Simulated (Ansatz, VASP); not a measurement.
One calculation of SnSe, two programs

```
Sn Se
1.0
     2.15500   -5.85250    0.00000
     2.15500    5.85250    0.00000
     0.00000    0.00000    4.31800
Sn Se
2 2
Direct
  0.87368 0.12632 0.25000
  0.12632 0.87368 0.75000
  0.64090 0.35910 0.25000
  0.35910 0.64090 0.75000
```

Alike in both runs: functional PBE; dispersion D3(BJ); k mesh 10 × 10 × 8; occupations gaussian, width 0.01 eV; no spin polarisation.

Ansatz relaxed the structure, and its values are those at the end. VASP's run is a single point on that final structure, the one shown.

```csv
,VASP,Ansatz
version,VASP 6.6.1,Ansatz 0.2.0
potentials or method,"VASP PAW PBE potentials, release 64 (Sn_d, Se), cutoff 520 eV","scalar-relativistic, plane waves, PAW"
valence electrons in the cell,40,60
```

VASP gave:

```
gap on the k mesh at the Fermi level (eV) : 0.53
least direct gap on the mesh (eV)         : 0.63
pressure (GPa)                            : -1.9
rms of the force components (eV/Å)        : 0.006
```

Problem. What did Ansatz give for the same quantities?

Solution. gap on the k mesh at the Fermi level (eV): 0.54; least direct gap on the mesh (eV): 0.63; pressure (GPa): -1.9; rms of the force components (eV/Å): 0.001.

VASP's potentials hold 40 valence electrons a cell and Ansatz's 60, so a difference there can come from the potentials and not from the codes. Ansatz's warnings: stress scf threshold loose.
